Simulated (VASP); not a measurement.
SrAl4Bi, 6 atoms in the cell. It takes space group F-43m (No. 216, cubic). Conventional cell: a = 7.726 Å, b = 7.726 Å, c = 7.726 Å, α = 90.00°, β = 90.00°, γ = 90.00°. Sr (site symmetry -43m) has 12 Al at 3.20 Å and 4 Bi at 3.35 Å within 4.2 Å. Al (site symmetry 3m) has 6 Al at 2.71 to 2.75 Å and 3 Bi at 3.20 Å and 3 Sr at 3.20 Å within 3.6 Å. Bi (site symmetry -43m) has 12 Al at 3.20 Å and 4 Sr at 3.35 Å within 4.2 Å. 

| Quantity | Value |
| --- | --- |
| Program | VASP 6.6.1 |
| Task | single point |
| Functional | PBE |
| Potentials or basis | VASP PAW PBE potentials, release 64 (Sr_sv, Al, Bi_d) |
| Cutoff | 520 eV |
| k mesh | 4 × 4 × 4 |
| Occupations | gaussian, width 0.1 eV |
| Spin | no spin polarisation |
| Dipole correction | no |
| Further INCAR settings | ALGO = Normal; EDIFF = 1e-07; NBANDS = 28 |

Potentials or basis: VASP PAW PBE potentials, release 64 (Sr_sv, Al, Bi_d).

The run is started by

```bash
$ cat potpaw_PBE.64/Sr_sv/POTCAR potpaw_PBE.64/Al/POTCAR potpaw_PBE.64/Bi_d/POTCAR > POTCAR
$ mpirun -np 1 vasp_std > vasp.out
```

Hardware: 1 thread of Intel(R) Xeon(R) Platinum 8488C (Sapphire Rapids), with other jobs on the host.

Task: How long does it take, and how much memory?

Result: Wall time 36 s on 1 thread of Intel(R) Xeon(R) Platinum 8488C (Sapphire Rapids), with other jobs on the host, peak memory 0.26 GiB. Counts: scf iterations 14, k points 8.
